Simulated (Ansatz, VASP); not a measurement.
# Two plane-wave programs on Nb

INCAR

```
PREC     = Accurate       # precision mode
ENCUT    = 520            # plane-wave cutoff, eV
EDIFF    = 1E-7           # SCF threshold, eV
ISMEAR   = 0              # smearing method
SIGMA    = 0.1            # smearing width, eV
LREAL    = F              # projectors in reciprocal space
LASPH    = T              # aspherical terms in the spheres
NELM     = 60             # most SCF steps
ALGO     = Normal         # electronic algorithm
ISIF     = 2              # what is computed and relaxed
LWAVE    = F              # write WAVECAR
LCHARG   = F              # write CHGCAR
GGA      = PE             # functional
NBANDS   = 12             # bands
```

File KPOINTS:

```
Automatic mesh
0
Gamma
  10 10 10
```

File POSCAR:

```
Nb
1.0
   -1.6588161896      1.6588161896      1.6588161896
    1.6588161896     -1.6588161896      1.6588161896
    1.6588161896      1.6588161896     -1.6588161896
Nb
1
Direct
    0.0000000000      0.0000000000      0.0000000000
```

Input for Ansatz:

```yaml
crystal:
  lattice:
    - [-1.6588161896, 1.6588161896, 1.6588161896]
    - [1.6588161896, -1.6588161896, 1.6588161896]
    - [1.6588161896, 1.6588161896, -1.6588161896]
  atoms:
    - { symbol: Nb, position: [0.0, 0.0, 0.0] }
basis:
  ecutwfc: 420
kpoints:
  mp_grid: { grid: [10, 10, 10] }
hamiltonian:
  xc: pbe
scf:
  occupations: { method: gaussian, width: 0.1 }
output:
  forces: true
  stress: true
  eigenvalues: true
```

Alike in both runs: task single point; functional PBE; k mesh 10 × 10 × 10; occupations gaussian, width 0.1 eV; no spin polarisation.

```csv
,VASP,Ansatz
version,VASP 6.6.1,Ansatz 0.2.0
potentials or method,"VASP PAW PBE potentials, release 64 (Nb_sv), cutoff 520 eV","scalar-relativistic, plane waves, PAW"
valence electrons in the cell,13,13
```

```csv
,VASP,Ansatz,Ansatz less VASP
gap on the k mesh at the Fermi level (eV),none,none,-
pressure (GPa),-1.1,-0.8,+0.29
```

A gap of «none» marks a metal or a gap that the smearing closes.
